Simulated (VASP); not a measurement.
Set up this calculation in VASP 6.6.1, as the native input.

| Property | Result |
| --- | --- |
| Task | single point |
| Functional | r2SCAN |
| Potentials or basis | VASP PAW PBE potentials, release 64 (Mg_sv, O) |
| Cutoff | 920 eV |
| k mesh | 8 × 8 × 8 |
| Occupations | fermi-dirac, width 0.05 eV |
| Spin | no spin polarisation |
| Dipole correction | no |
| Further INCAR settings | ALGO = Normal; EDIFF = 1e-06; NBANDS = 15 |

MgO:

```xyz
2
Lattice="0.0000 2.1871 2.1871 2.1871 0.0000 2.1871 2.1871 2.1871 0.0000" Properties=species:S:1:pos:R:3 pbc="T T T"
Mg    0.0000    0.0000    0.0000
O     2.1871    2.1871    2.1871
```

These files were run (other wordings do the same):

POSCAR

```
MgO
1.0
    0.0000000000      2.1870500000      2.1870500000
    2.1870500000      0.0000000000      2.1870500000
    2.1870500000      2.1870500000      0.0000000000
Mg O
1 1
Direct
    0.0000000000      0.0000000000      0.0000000000
    0.5000000000      0.5000000000      0.5000000000
```

INCAR.step1

```
SYSTEM = MgO
ALGO = Normal
EDIFF = 1E-5
ENCUT = 920
GGA = PE
GGA_COMPAT = .False.
ISMEAR = -1
LASPH = .True.
LCHARG = .False.
LREAL = .False.
LWAVE = .True.
NBANDS = 15
NELM = 120
PREC = Accurate
SIGMA = 0.05
```

INCAR.step2

```
SYSTEM = MgO
ALGO = Normal
EDIFF = 1E-6
ENCUT = 920
GGA_COMPAT = .False.
ISIF = 2
ISMEAR = -1
ISTART = 1
LASPH = .True.
LCHARG = .True.
LELF = .True.
LMIXTAU = .True.
LREAL = .False.
LVHAR = .True.
LWAVE = .False.
METAGGA = R2SCAN
NBANDS = 15
NELM = 120
PREC = Accurate
SIGMA = 0.05
```

KPOINTS

```
k-points
0
Gamma
  8 8 8
  0 0 0
```

Potentials or basis: VASP PAW PBE potentials, release 64 (Mg_sv, O).

The run is started by

```console
$ cat potpaw_PBE.64/Mg_sv/POTCAR potpaw_PBE.64/O/POTCAR > POTCAR
$ cp INCAR.step1 INCAR
$ mpirun -np 1 vasp_std > vasp.out
$ cp INCAR.step2 INCAR
$ mpirun -np 1 vasp_std > vasp.out
```

Results of the run:

```json
{"Pressure": "-15.2 GPa", "Band gap on the k mesh": "4.58 eV"}
```

Caveat: the cell stands under tension; the PAW data sets were made with another functional, which shifts forces and pressure a little.

Run time: 56 s on 1 thread of Intel(R) Xeon(R) Platinum 8259CL CPU @ 2.50GHz (Skylake/Cascade Lake), on a shared host, peak memory 0.19 GiB.
